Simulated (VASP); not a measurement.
Au, 1 atom in the cell. The structure is cubic, space group Fm-3m (No. 225). Conventional cell: a = 4.150 Å, b = 4.150 Å, c = 4.150 Å, α = 90.00°, β = 90.00°, γ = 90.00°. Au (site symmetry m-3m) has 12 Au at 2.93 Å within 3.9 Å. 

- Program: VASP 6.6.1
- Task: single point
- Functional: SVWN5
- Potentials or basis: VASP PAW PBE potentials, release 64 (Au)
- Cutoff: 520 eV
- k mesh: 11 × 11 × 11
- Occupations: fermi-dirac, width 0.05 eV
- Spin: no spin polarisation
- Dipole correction: no
- Further INCAR settings: ALGO = Fast; EDIFF = 1e-06; NBANDS = 12

Potentials or basis: VASP PAW PBE potentials, release 64 (Au).

The run is started by

```sh
$ cat potpaw_PBE.64/Au/POTCAR > POTCAR
$ mpirun -np 1 vasp_std > vasp.out
```

Hardware: 1 thread of AMD EPYC 7571 (shared host).

**Question.** Estimate the wall time of this run.

**Answer.** It took 32 s on 1 thread of AMD EPYC 7571, on a shared host, peak memory 0.1 GiB. Counts: scf iterations 12, k points 56.
